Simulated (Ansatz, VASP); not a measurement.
## Nb: VASP beside Ansatz

```
Nb
1.0
     0.00000    2.11500    2.13615
     2.11500    0.00000    2.13615
     2.11500    2.11500    0.00000
Nb
1
Direct
  0.00000 0.00000 0.00000
```

Change from the starting cell: zz strain of +1 %, crystal datasets.

Alike in both runs: task electric field gradients; functional PBEsol; k mesh 13 × 13 × 13; occupations fermi-dirac, width 0.08 eV; no spin polarisation.

```csv
,VASP,Ansatz
version,VASP 6.6.1,Ansatz 0.2.0
potentials or method,"VASP PAW PBE potentials, release 64 (Nb_sv), cutoff 520 eV","all-electron PAW with datasets made for the crystal, scalar-relativistic"
```

```tsv
	VASP	Ansatz	Ansatz less VASP
pressure (GPa)	-8.4	-8.1	+0.26
traceless stress, the component that is largest in VASP (GPa)	1.60	1.62	+0.014
size of Vzz on the site where it differs most (V/Å²)	5.5	5.6	+0.05
```

VASP's potentials were made for PBE, not for PBEsol. Ansatz ran all-electron here, and VASP with PAW potentials.
